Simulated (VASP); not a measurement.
Input of a VASP 6.6.1 run:

The input INCAR:

```
SYSTEM = SnO
PREC = Accurate ; ENCUT = 520
EDIFF = 1E-6 ; ISMEAR = 0
SIGMA = 0.15 ; LREAL = .FALSE.
LASPH = .TRUE. ; NELM = 80
ALGO = Fast ; ISIF = 2
LWAVE = .FALSE. ; LCHARG = .FALSE.
GGA = PE ; IVDW = 12
NBANDS = 28
```

KPOINTS

```
Automatic mesh
0
G
  12 12 10
  0 0 0
```

POSCAR

```
SnO
1.0
    3.8020000000      0.0000000000      0.0000000000
    0.0000000000      3.8020000000      0.0000000000
    0.0000000000      0.0000000000      4.8360000000
Sn O
2 2
Direct
   -0.0334769123      0.5334769123      0.2385000000
    0.5000000000      0.0000000000      0.7615000000
    0.0000000000      0.0000000000      0.0000000000
    0.5000000000      0.5000000000      0.0000000000
```

Potentials or basis: VASP PAW PBE potentials, release 64 (Sn_d, O).

Run with:

```bash
$ cat potpaw_PBE.64/Sn_d/POTCAR potpaw_PBE.64/O/POTCAR > POTCAR
$ mpirun -np 1 vasp_std > vasp.out
```

**Question.** Estimate the pressure.

**Answer.** 3.2 GPa.

**Question.** Estimate the dispersion energy per atom.

**Answer.** -0.235 eV.

**Question.** Predict the largest force.

**Answer.** 1.224 eV/Å.

Stress tensor (GPa, compression positive):
```
 3.56  0.03  1.82
 0.03  3.56 -1.82
 1.82 -1.82  2.36
```

Caveat: the cell differs from its parent crystal (atom 1 (Sn) moved -0.180 Å along Cartesian [1 -1 0]); the cell stands under pressure; forces of over 1 eV/Å act on the atoms, so gaps and moduli don't describe the material at rest.
